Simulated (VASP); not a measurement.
Set up this calculation in VASP 6.6.1, as the native input.

* Task: relaxation of cell and atoms
* Functional: PBE
* Potentials or basis: VASP PAW PBE potentials, release 64 (Cd, Te)
* Cutoff: 600 eV
* k mesh: 6 × 6 × 4
* Occupations: gaussian, width 0.1 eV
* Spin: no spin polarisation
* Dipole correction: no
* Further INCAR settings: ALGO = Normal; EDIFF = 1e-06; IBRION = 2; EDIFFG = -0.04; NSW = 90; ISIF = 3

The structure of CdTe lies in POSCAR:

```
CdTe
1.0
    3.3412734923      0.0000000000      0.0000000000
    0.0000000000      3.3412734923      0.0000000000
    0.0000000000      0.0000000000      4.7718717348
Cd Te
1 1
Direct
    0.5000000000      0.5000000000      0.5000000000
    0.0000000000      0.0000000000      0.0000000000
```

One way to write it, as run:

INCAR

```
SYSTEM = CdTe
ALGO = Normal
EDIFF = 1E-6
EDIFFG = -0.04
ENCUT = 600
GGA = PE
IBRION = 2
ISIF = 3
ISMEAR = 0
LASPH = .True.
LCHARG = .False.
LREAL = .False.
LWAVE = .False.
NELM = 100
NSW = 90
PREC = Accurate
SIGMA = 0.1
```

KPOINTS

```
k-points
0
Gamma
  6 6 4
  0 0 0
```

Potentials or basis: VASP PAW PBE potentials, release 64 (Cd, Te).

The run is started by

```console
$ cat potpaw_PBE.64/Cd/POTCAR potpaw_PBE.64/Te/POTCAR > POTCAR
$ mpirun -np 1 vasp_std > vasp.out
```

It gave:

* Relaxed volume: 26.79 Å³/atom
* Relaxed cell: a = 4.010 Å, b = 4.010 Å, c = 3.333 Å, α = 90.00°, β = 90.00°, γ = 90.00°
* Space group after relaxing (to 0.05 Å): P4/mmm (No. 123)
* Energy gained by relaxing: 227.1 meV/atom
* Ionic steps: 23
* Pressure after relaxing: 0.0 GPa
* Band gap on the k mesh: zero (band 9 reaches 6.82 eV, above the bottom of band 10 at 3.69 eV)

Caveat: spin-orbit coupling is left out, which moves the levels of the heavy elements.

Wall time 4.1 min on 1 thread of Intel(R) Xeon(R) Platinum 8375C CPU @ 2.90GHz (Ice Lake), on a shared host, peak memory 0.21 GiB.
